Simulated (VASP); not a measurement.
# Cu (C2/m) in VASP: single point with PBEsol

Aim: the single point of Cu with PBEsol.

Everything below comes from runs of VASP 6.6.1. Logs are shortened: lines on timing, memory, paths and dates and some standing lists are left out, and cuts for length are marked.

## 1. The cell of the first run

Symmetry: C2/m, No. 12, monoclinic system. The conventional cell has a = 4.677 Å, b = 2.725 Å, c = 7.876 Å, α = 90.00°, β = 102.86°, γ = 90.00°. Cu (site symmetry 2/m) has 12 Cu at 2.71 to 2.96 Å within 3.6 Å. Cu (site symmetry m) has 12 Cu at 2.71 to 3.43 Å within 3.6 Å.

## 2. Single point, PBEsol (Zn replaced by Cu, lengths x 1.049, strained)

Contents of INCAR:

```
SYSTEM = Cu
ALGO     = Fast           ! electronic algorithm
EDIFF    = 1E-6           ! SCF threshold, eV
ENCUT    = 520            ! plane-wave cutoff, eV
GGA      = PS             ! functional
ISIF     = 2              ! what is computed and relaxed
ISMEAR   = 0              ! smearing method
LASPH    = .TRUE.         ! aspherical terms in the spheres
LCHARG   = .FALSE.        ! write CHGCAR
LREAL    = .FALSE.        ! projectors in reciprocal space
LWAVE    = .FALSE.        ! write WAVECAR
NBANDS   = 24             ! bands
NELM     = 60             ! most SCF steps
PREC     = Accurate       ! precision mode
SIGMA    = 0.1            ! smearing width, eV
```

Contents of KPOINTS:

```
k-points
0
G
  18 18 6
  0 0 0
```

Contents of POSCAR:

```
Cu
1.0
    2.3383362038     -1.3623915267     -0.0172291694
    2.3383362038      1.3623915267     -0.0172291694
   -1.6964108036      0.0000000000      7.6906840552
Cu
3
Direct
    0.0000000000      0.0000000000      0.0000000000
    0.1667149391      0.1667149391      0.6829328691
    0.8332850609      0.8332850609      0.3170671309
```

Potentials or basis: VASP PAW PBE potentials, release 64 (Cu).

Started as:

```console
$ cat potpaw_PBE.64/Cu/POTCAR > POTCAR
$ mpirun -np 1 vasp_std > vasp.out
```

OUTCAR:

```text
SYSTEM = Cu
   EDIFF = 1E-6
   ENCUT = 520
   GGA = PS
   ISIF = 2
   ISMEAR = 0
   LASPH = .TRUE.
   LREAL = .FALSE.
   NELM = 60
   PREC = Accurate

 ion  position               nearest neighbor table
   1  0.000  0.000  0.000-   2 2.78   3 2.78
   2  0.167  0.167  0.683-   1 2.78
   3  0.833  0.833  0.317-   1 2.78

  LATTYP: Found a base centered monoclinic cell.
 ALAT       =     4.6767993527
 B/A-ratio  =     0.5826170524
 C/A-ratio  =     1.6839634305
 COS(beta)  =    -0.2225910789

  Lattice vectors:

 A1 = (   2.3383362038,  -1.3623915267,  -0.0172291694)
 A2 = (   2.3383362038,   1.3623915267,  -0.0172291694)
 A3 = (  -1.6964108036,   0.0000000000,   7.6906840552)

Analysis of symmetry for initial positions (statically):
=====================================================================
 Subroutine PRICEL returns:
 Original cell was already a primitive cell.

 Routine SETGRP: Setting up the symmetry group for a
 base centered monoclinic supercell.

 Subroutine GETGRP returns: Found  4 space group operations
 (whereof  4 operations were pure point group operations)
 out of a pool of  4 trial point group operations.

The static configuration has the point symmetry C_2h.

Analysis of symmetry for dynamics (positions and initial velocities):
=====================================================================
 Subroutine PRICEL returns:
 Original cell was already a primitive cell.

 Routine SETGRP: Setting up the symmetry group for a
 base centered monoclinic supercell.

 Subroutine GETGRP returns: Found  4 space group operations
 (whereof  4 operations were pure point group operations)
 out of a pool of  4 trial point group operations.

The dynamic configuration has the point symmetry C_2h.

 Subroutine INISYM returns: Found  4 space group operations
 (whereof  4 operations are pure point group operations),
 and found     1 'primitive' translations

----------------------------------------------------------------------------------------

                                     Primitive cell

  volume of cell :      48.9212

  direct lattice vectors                    reciprocal lattice vectors
     2.338336204 -1.362391527 -0.017229169     0.214175341 -0.367001695  0.047242789
     2.338336204  1.362391527 -0.017229169     0.214175341  0.367001695  0.047242789
    -1.696410804  0.000000000  7.690684055     0.000959619  0.000000000  0.130239118

  length of vectors
     2.706330305  2.706330305  7.875559082     0.427543217  0.427543217  0.130242653

  position of ions in fractional coordinates (direct lattice)
     0.000000000  0.000000000  0.000000000
     0.166714939  0.166714939  0.682932869
     0.833285061  0.833285061  0.317067131

  ion indices of the primitive-cell ions
   primitive index   ion index
                 1           1
                 2           2
                 3           3

----------------------------------------------------------------------------------------

 KPOINTS: k-points

Automatic generation of k-mesh.
 Grid dimensions read from file:
 generate k-points for:   18   18    6

 Generating k-lattice:

  Cartesian coordinates                     Fractional coordinates (reciprocal lattice)
     0.011898630 -0.020388983  0.002624599     0.055555556 -0.000000000  0.000000000
     0.011898630  0.020388983  0.002624599    -0.000000000  0.055555556  0.000000000
     0.000159936  0.000000000  0.021706520     0.000000000  0.000000000  0.166666667

  Length of vectors
     0.023752401  0.023752401  0.021707109

  Shift w.r.t. Gamma in fractional coordinates (k-lattice)
     0.000000000  0.000000000  0.000000000

 Subroutine IBZKPT returns following result:
 ===========================================

 Found    524 irreducible k-points:

 Following reciprocal coordinates:
            Coordinates               Weight
  0.000000  0.000000  0.000000      1.000000
  0.055556 -0.000000  0.000000      4.000000
  0.111111 -0.000000  0.000000      4.000000
  0.166667  0.000000 -0.000000      4.000000
  0.222222  0.000000  0.000000      4.000000
  0.277778 -0.000000  0.000000      4.000000
[... 16 lines left out ...]
 -0.277778  0.055556 -0.000000      4.000000
 -0.222222  0.055556 -0.000000      4.000000
 [... further k-points ...]
   k-points           NKPTS =    524   k-points in BZ     NKDIM =    524   number of bands    NBANDS=     24
   number of dos      NEDOS =    301   number of ions     NIONS =      3
   total plane-waves  NPLWV =  24000
   dimension x,y,z NGX =    20 NGY =   20 NGZ =   60
   dimension x,y,z NGXF=    40 NGYF=   40 NGZF=  120
   ions per type =               3
   NGX,Y,Z   is equivalent  to a cutoff of  12.29, 12.29, 12.67 a.u.
   NGXF,Y,Z  is equivalent  to a cutoff of  24.57, 24.57, 25.33 a.u.
 SYSTEM =  Cu
   PREC   = accura    normal or accurate (medium, high low for compatibility)
   ISTART =      0    job   : 0-new  1-cont  2-samecut
   ICHARG =      2    charge: 1-file 2-atom 10-const
   ISPIN  =      1    spin polarized calculation?
   LNONCOLLINEAR =      F non collinear calculations
   LSORBIT =      F    spin-orbit coupling
   LASPH  =      T    aspherical Exc in radial PAW
   ENCUT  =  520.0 eV  38.22 Ry    6.18 a.u.   5.03  5.03 14.64*2*pi/ulx,y,z
   NELM   =     60;   NELMIN=  2; NELMDL= -5     # of ELM steps
   EDIFF  = 0.1E-05   stopping-criterion for ELM
   LREAL  =      F    real-space projection
   EDIFFG = 0.1E-04   stopping-criterion for IOM
   NSW    =      0    number of steps for IOM
   IBRION =     -1    ionic relax: 0-MD 1-quasi-New 2-CG
   NFREE  =      0    steps in history (QN), initial steepest desc. (CG)
   ISIF   =      2    stress and relaxation
   ISYM   =      2    0-nonsym 1-usesym 2-fastsym
   POTIM  = 0.5000    time-step for ionic-motion
   TEBEG  =    0.0;   TEEND  =   0.0 temperature during run
   PSTRESS=    0.0 pullay stress
   NELECT =      33.0000    total number of electrons
   NUPDOWN=      -1.0000    fix difference up-down
   EMIN   =  10.00;   EMAX   =-10.00  energy-range for DOS
   EFERMI =   0.00;   METHOD = LEGACY
   ISMEAR =     0;   SIGMA  =   0.10  broadening in eV -4-tet -1-fermi 0-gaus
   EFERMI_NEDOS =   21; number of points for ismear=-14 and -15
   IALGO  =     68    algorithm
   IMIX   =      4    mixing-type and parameters
     AMIX     =   0.40;   BMIX     =  1.00
     AMIX_MAG =   1.60;   BMIX_MAG =  1.00
  volume/ion in A,a.u.               =      16.31       110.05
  Fermi-wavevector in a.u.,A,eV,Ry     =   1.435755  2.713184 28.046946  2.061392
  Thomas-Fermi vector in A             =   2.555019
   LORBIT       =      0    0 simple, 1 ext, 2 COOP (PROOUT), +10 PAW based schemes
   GGA     = PS    functional components
   LHFCALC =     F    Hartree Fock is set to
   AEXX    =    0.0000 exact exchange contribution
   IVDW    =     0    specifies the selected vdW correction
   LEPSILON=     F    determine dielectric tensor
   LRPA    =     F    only Hartree local field effects (RPA)
 non-spin polarized calculation
 RMM-DIIS sequential band-by-band and
 Gauss-broadening in eV      SIGMA  =   0.10
  energy-cutoff  :      520.00
  volume of cell :       48.92
 maximum number of plane-waves:      1341
   NGX = 11   NGY = 11   NGZ = 29

 number of electron      32.9999979 magnetization

 Free energy of the ion-electron system (eV)
  ---------------------------------------------------
  ext. energy  EPLUGINS =         0.00000000
  ---------------------------------------------------
  free energy    TOTEN  =       -11.28399215 eV

  energy without entropy =      -11.27674752  energy(sigma->0) =      -11.28036983

 E-fermi :   4.0356     XC(G=0): -11.1064

 val. band max:        4.0350739942   @ k =   0.4444   0.0556   0.5000
 cond. band min:       4.0388546234   @ k =  -0.3333   0.1667   0.3333
 fundamental gap:      0.0037806291
 Fermi energy:         4.0355904684

 k-point     1 :       0.0000    0.0000    0.0000
  band No.  band energies     occupation
      1      -3.2323      2.00000
      2      -1.0789      2.00000
      3      -0.7456      2.00000
      4       1.4398      2.00000
      5       1.6388      2.00000
      6       1.7131      2.00000
[... 16 lines left out ...]
     23      24.2546      0.00000
     24      24.6149      0.00000

 k-point     2 :       0.0556   -0.0000    0.0000
  band No.  band energies     occupation
      1      -3.1435      2.00000
      2      -1.0141      2.00000
      3      -0.6562      2.00000
      4       1.4537      2.00000
      5       1.6034      2.00000
      6       1.6923      2.00000
[... 16 lines left out ...]
     23      22.8499      0.00000
     24      23.2345      0.00000

 k-point     3 :       0.1111   -0.0000    0.0000
  band No.  band energies     occupation
      1      -2.8792      2.00000
      2      -0.8196      2.00000
      3      -0.4021      2.00000
      4       1.4868      2.00000
      5       1.5206      2.00000
      6       1.6238      2.00000
[... 16 lines left out ...]
     23      20.7110      0.00000
     24      22.1698      0.00000

 k-point     4 :       0.1667    0.0000   -0.0000
  band No.  band energies     occupation
      1      -2.4471      2.00000
      2      -0.5061      2.00000
      3      -0.0252      2.00000
      4       1.4154      2.00000
      5       1.5031      2.00000
      6       1.5631      2.00000
[... 16 lines left out ...]
     23      20.1429      0.00000
     24      20.9836      0.00000

 k-point     5 :       0.2222    0.0000    0.0000
  band No.  band energies     occupation
      1      -1.8641      2.00000
      2      -0.1174      2.00000
      3       0.3913      2.00000
      4       1.3109      2.00000
      5       1.4343      2.00000
      6       1.5353      2.00000
[... 16 lines left out ...]
     23      18.9347      0.00000
     24      19.9139      0.00000

 k-point     6 :       0.2778   -0.0000    0.0000
  band No.  band energies     occupation
      1      -1.1687      2.00000
      2       0.2455      2.00000
      3       0.7016      2.00000
      4       1.2083      2.00000
      5       1.3457      2.00000
      6       1.5378      2.00000
[... 16 lines left out ...]
     23      16.7100      0.00000
     24      18.9912      0.00000
[... 379 lines left out ...]
 k-point    21 :      -0.3889    0.0556   -0.0000
  band No.  band energies     occupation
      1       0.3024      2.00000
      2       0.6179      2.00000
      3       0.8477      2.00000
      4       1.0150      2.00000
      5       1.2262      2.00000
      6       1.5922      2.00000
[... 16 lines left out ...]
     23      14.4513      0.00000
     24      15.8827      0.00000

 k-point    22 :      -0.3333    0.0556   -0.0000
  band No.  band energies     occupation
      1      -0.1039      2.00000
      2       0.5799      2.00000
      3       0.8527      2.00000
      4       1.0811      2.00000
      5       1.2666      2.00000
      6       1.5651      2.00000
[... 16 lines left out ...]
     23      14.2408      0.00000
     24      17.0053      0.00000

 k-point    23 :      -0.2778    0.0556   -0.0000
  band No.  band energies     occupation
      1      -0.7626      2.00000
      2       0.4542      2.00000
      3       0.7945      2.00000
      4       1.1674      2.00000
      5       1.3278      2.00000
      6       1.5099      2.00000
[... 16 lines left out ...]
     23      15.9014      0.00000
     24      17.5803      0.00000

 k-point    24 :      -0.2222    0.0556   -0.0000
  band No.  band energies     occupation
      1      -1.4812      2.00000
      2       0.1779      2.00000
      3       0.5632      2.00000
      4       1.2675      2.00000
      5       1.4030      2.00000
      6       1.4966      2.00000
[... 16 lines left out ...]
     23      18.0141      0.00000
     24      18.3446      0.00000

 [... further k-points ...]

------------------------ aborting loop because EDIFF is reached ----------------------------------------

  FORCE on cell =-STRESS in cart. coord.  units (eV):
  Direction    XX          YY          ZZ          XY          YZ          ZX
  --------------------------------------------------------------------------------------
  -------------------------------------------------------------------------------------
  Total       -6.3364521     -6.4185039     -7.0223596      0.0000000      0.0000000     -0.1178961
  in kB     -207.5196873   -210.2068946   -229.9832529      0.0000000      0.0000000     -3.8611151
  external PRESSURE =    -215.9032783 kB  Pullay stress =       0.0000000 kB

 VOLUME and BASIS-vectors are now :
 -----------------------------------------------------------------------------
  energy-cutoff  :      520.00
  volume of cell :       48.92
      direct lattice vectors                 reciprocal lattice vectors
     2.338336204 -1.362391527 -0.017229169     0.214175341 -0.367001695  0.047242789
     2.338336204  1.362391527 -0.017229169     0.214175341  0.367001695  0.047242789
    -1.696410804  0.000000000  7.690684055     0.000959619  0.000000000  0.130239118

 POSITION                                       TOTAL-FORCE (eV/Angst)
 -----------------------------------------------------------------------------------
      0.00000      0.00000      0.00000         0.000000      0.000000      0.000000
     -0.37886      0.00000      5.24648         0.054885      0.000000      0.182734
      3.35913      0.00000      2.40975        -0.054885      0.000000     -0.182734
 -----------------------------------------------------------------------------------
    total drift:                                0.000000      0.000000      0.000000

  FREE ENERGIE OF THE ION-ELECTRON SYSTEM (eV)
  ---------------------------------------------------
  free  energy   TOTEN  =       -11.2839921453 eV

  energy  without entropy=      -11.2767475239  energy(sigma->0) =      -11.28036983
```

Wall time 9.7 min (1 thread of Intel Xeon Platinum 8259CL at 2.50GHz (Skylake/Cascade Lake), shared host); peak memory 0.53 GiB.

What came out:

```
Free energy            : -11.2840 eV
Pressure               : -21.6 GPa
Largest force          : 0.191 eV/Å
Band gap on the k mesh : zero (an odd number of electrons rules out a gap without spin polarisation)
```

Forces on the atoms (eV/Å):
```
Cu   0.000  0.000  0.000
Cu   0.055  0.000  0.183
Cu  -0.055  0.000 -0.183
```

Caveat: the cell differs from its parent crystal (Zn replaced by Cu, lengths x 1.049, strained); the cell stands under tension; the PAW data sets were made with another functional, which shifts forces and pressure a little.
